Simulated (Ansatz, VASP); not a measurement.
K: VASP beside Ansatz

The input INCAR:

```
SYSTEM = K
PREC = Accurate
ENCUT = 500
EDIFF = 1E-6
ISMEAR = 0
SIGMA = 0.1
LREAL = .False.
LASPH = .True.
NELM = 120
ALGO = Normal
ISIF = 2
LWAVE = .False.
LCHARG = .False.
GGA = PE
NBANDS = 16
GGA_COMPAT = .False.
```

KPOINTS

```
Automatic mesh
0
Gamma
  9 9 6
  0 0 0
```

POSCAR

```
K
1.0
    4.9847999146      0.0000000000      0.0000000000
   -2.4923999573      4.3169633587      0.0000000000
    0.0000000000      0.0000000000      7.4909335618
K
2
Direct
    0.3333333300      0.6666666700      0.2819285972
    0.6666666700      0.3333333300      0.7180714028
```

Input for Ansatz:

```yaml
crystal:
  lattice:
    - [4.9847999146, 0.0, 0.0]
    - [-2.4923999573, 4.3169633587, 0.0]
    - [0.0, 0.0, 7.4909335618]
  atoms:
    - { symbol: K, position: [0.33333333, 0.66666667, 0.2819285972] }
    - { symbol: K, position: [0.66666667, 0.33333333, 0.7180714028] }
basis:
  ecutwfc: 420
kpoints:
  mp_grid: { grid: [9, 9, 6] }
hamiltonian:
  xc: pbe
scf:
  occupations: { method: gaussian, width: 0.1 }
output:
  forces: true
  stress: true
  eigenvalues: true
```

Alike in both runs: task single point; functional PBE; k mesh 9 × 9 × 6; occupations gaussian, width 0.1 eV; no spin polarisation.

|  | VASP | Ansatz |
| --- | --- | --- |
| version | VASP 6.6.1 | Ansatz 0.2.0 |
| potentials or method | VASP PAW PBE potentials, release 64 (K_sv), cutoff 500 eV | scalar-relativistic, plane waves, PAW |
| valence electrons in the cell | 18 | 18 |

VASP gave:

* gap on the k mesh at the Fermi level (eV): none
* pressure (GPa): -0.1
* traceless stress, the component that is largest in VASP (GPa): 0.25
* rms of the force components (eV/Å): 0.112

Task: What did Ansatz give for the same quantities?

Result: gap on the k mesh at the Fermi level (eV): none; pressure (GPa): -0.1; traceless stress, the component that is largest in VASP (GPa): 0.25; rms of the force components (eV/Å): 0.111.

Atom by atom the forces differ by 0.001 eV/Å (rms over components). A gap of «none» marks a metal or a gap that the smearing closes.
